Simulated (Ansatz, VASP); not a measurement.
# P: VASP beside Ansatz

File POSCAR:

```
P
1.0
    2.4246941115      0.0000000000      0.0000000000
    0.0000000000      2.4385351442      0.0000000000
   -0.0203144631      0.0000000000      4.8524328982
P
2
Direct
    0.0000000300      0.0000000000      0.7494253600
    0.9999999700      0.0000000000      0.2505746400
```

File INCAR.step1:

```
SYSTEM = P
  ALGO = Normal
  EDIFF = 1E-5
  ENCUT = 520
  GGA = PE
  ISIF = 2
  ISMEAR = -1
  LASPH = .TRUE.
  LREAL = .FALSE.
  LWAVE = .TRUE.
  NBANDS = 12
  NELM = 60
  PREC = Accurate
  SIGMA = 0.05
```

File INCAR.step2:

```
SYSTEM = P
  AEXX = 0.25
  ALGO = Normal
  EDIFF = 1E-6
  ENCUT = 520
  GGA = PE
  HFSCREEN = 0.3
  ISIF = 2
  ISMEAR = -1
  ISTART = 1
  LASPH = .TRUE.
  LCHARG = .TRUE.
  LELF = .TRUE.
  LHFCALC = .TRUE.
  LREAL = .FALSE.
  LVHAR = .TRUE.
  LWAVE = .FALSE.
  NBANDS = 12
  NELM = 60
  PREC = Accurate
  PRECFOCK = Normal
  SIGMA = 0.05
```

File KPOINTS:

```
k-points
0
G
  6 6 3
  0 0 0
```

input.yaml

```yaml
crystal:
  lattice:
    - [2.4246941115, 0.0, 0.0]
    - [0.0, 2.4385351442, 0.0]
    - [-0.0203144631, 0.0, 4.8524328982]
  atoms:
    - { symbol: P, position: [3.0e-08, 0.0, 0.74942536] }
    - { symbol: P, position: [0.99999997, 0.0, 0.25057464] }
hamiltonian:
  xc: { exchange: pbe, correlation: pbe, exx: { coeff: 0.25, omega: 0.3 } }
  pseudopotentials: { kind: paw }
kpoints:
  mp_grid: { grid: [6, 6, 3] }
scf:
  occupations: { method: fermi_dirac, width: 0.05 }
output:
  forces: true
  stress: true
  eigenvalues: true
```

Alike in both runs: task single point; functional PBE-based screened hybrid with a share of 0.25 of exact exchange and HFSCREEN = 0.3; k mesh 6 × 6 × 3; occupations fermi-dirac, width 0.05 eV; no spin polarisation.

```csv
,VASP,Ansatz
version,VASP 6.6.1,Ansatz 0.2.0
potentials or method,"VASP PAW PBE potentials, release 64 (P)",Ansatz PAW
plane-wave cutoff (eV),520,420
valence electrons in the cell,10,10
```

Ansatz gave:

| Quantity | Value |
| --- | --- |
| gap on the k mesh at the Fermi level (eV) | none |
| pressure (GPa) | -1.3 |
| traceless stress, the component that is largest in VASP (GPa) | 0.91 |
| rms of the force components (eV/Å) | 0.011 |

Task: Estimate VASP's values.

Result: gap on the k mesh at the Fermi level (eV): none; pressure (GPa): -2.1; traceless stress, the component that is largest in VASP (GPa): 0.94; rms of the force components (eV/Å): 0.010.

VASP's potentials were made for PBE, not for PBE-based screened hybrid. Atom by atom the forces differ by 0.001 eV/Å (rms over components). A gap of «none» marks a metal or a gap that the smearing closes. The functional is the same, so the differences come from potentials, cutoffs and numerics.

The k mesh is coarse, so the values compare programs but aren't converged.
